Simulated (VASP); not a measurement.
The system is Li3B2.

```xyz
5
Lattice="4.8871 0.0000 0.0000 -2.4435 4.2323 0.0000 0.0000 0.0000 3.1404" Properties=species:S:1:pos:R:3 pbc="T T T"
Li    2.4435    0.0000    1.5702
Li   -1.2218    2.1162    1.5702
Li    1.2218    2.1162    1.5702
B     0.0000    0.0000    0.0000
B     0.0000    0.0000    1.5702
```

The cell was generated, and may not be a known phase.

* Program: VASP 6.6.1
* Task: relaxation of cell and atoms
* Functional: PBE
* Potentials or basis: VASP PAW PBE potentials, release 64 (Li_sv, B)
* Cutoff: 600 eV
* k mesh: 9 × 9 × 12
* Occupations: gaussian, width 0.1 eV
* Spin: no spin polarisation

At the start: pressure 0.0 GPa; volume 12.99 Å³/atom.

Q: Where does the relaxation end?

A: Over 7 steps the energy falls by 3.3 meV/atom and the volume is 13.49 Å³/atom (+3.8 %); space group P6/mmm (No. 191, to 0.1 Å) before and after.

Step by step:
| step | energy change (eV) | largest force (eV/Å) | pressure (GPa) | volume (Å³) |
| --- | --- | --- | --- | --- |
| 1 | 0.0000 | 0.0000 | 0.04 | 64.96 |
| 2 | -0.0067 | 0.0000 | 0.77 | 64.99 |
| 3 | -0.0075 | 0.0000 | 1.13 | 65.00 |
| 4 | -0.0130 | 0.0000 | 0.81 | 65.97 |
| 5 | -0.0156 | 0.0000 | 0.42 | 67.20 |
| 6 | -0.0157 | 0.0000 | -0.33 | 67.65 |
| 7 | -0.0165 | 0.0000 | 0.03 | 67.43 |

Final structure:
```
Li B
1.0
     5.00097    0.00000    0.00000
    -2.50049    4.33097    0.00000
     0.00000    0.00000    3.11310
Li B
3 2
Direct
  0.50000 0.00000 0.50000
  0.00000 0.50000 0.50000
  0.50000 0.50000 0.50000
  0.00000 0.00000 0.00000
  0.00000 0.00000 0.50000
```

Caveat: the cutoff is under 1.25 times the usual one of these potentials, so pressure, stress and relaxed cells hold a basis-set (Pulay) error.
